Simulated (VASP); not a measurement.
Set up this calculation in VASP 6.6.1, as the native input.

| Property | Result |
| --- | --- |
| Task | single point |
| Functional | PBE |
| Potentials or basis | VASP PAW PBE potentials, release 64 (Li_sv, Ta_sv_GW, O) |
| Cutoff | 750 eV |
| k mesh | 6 × 6 × 10 |
| Occupations | gaussian, width 0.1 eV |
| Spin | no spin polarisation |
| Dipole correction | no |
| Further INCAR settings | ALGO = Normal; EDIFF = 1e-06; NBANDS = 40 |

The structure of LiTa2O5 lies in POSCAR:

```
LiTa2O5
1.0
    5.7565899503      0.0000000000      0.0000000000
   -2.8782949751      4.9853531361      0.0000000000
    0.0000000000      0.0000000000      3.9016753559
Li Ta O
1 2 5
Direct
    0.0000000000      0.0000000000      0.0000000000
    0.3333333333      0.6666666667      0.5000000000
    0.6666666667      0.3333333333      0.5000000000
    0.3333333333      0.6666666667      0.0000000000
    0.0000000000      0.3165178251      0.5000000000
    0.6834821749      0.6834821749      0.5000000000
    0.3165178251      0.0000000000      0.5000000000
    0.6666666667      0.3333333333      0.0000000000
```

The cell was built from a structure type or drawn by symmetry, and may not be a known phase.

One way to write it, as run:

INCAR

```
SYSTEM = LiTa2O5
ALGO = Normal
EDIFF = 1E-6
ENCUT = 750
GGA = PE
GGA_COMPAT = .FALSE.
ISIF = 2
ISMEAR = 0
LASPH = .TRUE.
LCHARG = .FALSE.
LREAL = .FALSE.
LWAVE = .FALSE.
NBANDS = 40
NELM = 120
PREC = Accurate
SIGMA = 0.1
```

KPOINTS

```
k-points
0
G
  6 6 10
  0 0 0
```

Potentials or basis: VASP PAW PBE potentials, release 64 (Li_sv, Ta_sv_GW, O).

Command:

```console
$ cat potpaw_PBE.64/Li_sv/POTCAR potpaw_PBE.64/Ta_sv_GW/POTCAR potpaw_PBE.64/O/POTCAR > POTCAR
$ mpirun -np 1 vasp_std > vasp.out
```

Results of the run:

```json
{"Pressure": "0.1 GPa", "Largest force": "0.035 eV/Å", "Band gap on the k mesh": "zero (an odd number of electrons rules out a gap without spin polarisation)"}
```

Caveat: spin-orbit coupling is left out, which moves the levels of the heavy elements; an odd number of electrons without spin polarisation forces a metal; a magnetic or distorted state may lie lower.

Wall time 4.6 min on 1 thread of Intel(R) Xeon(R) 6975P-C (Granite Rapids) (shared host), peak memory 0.49 GiB.
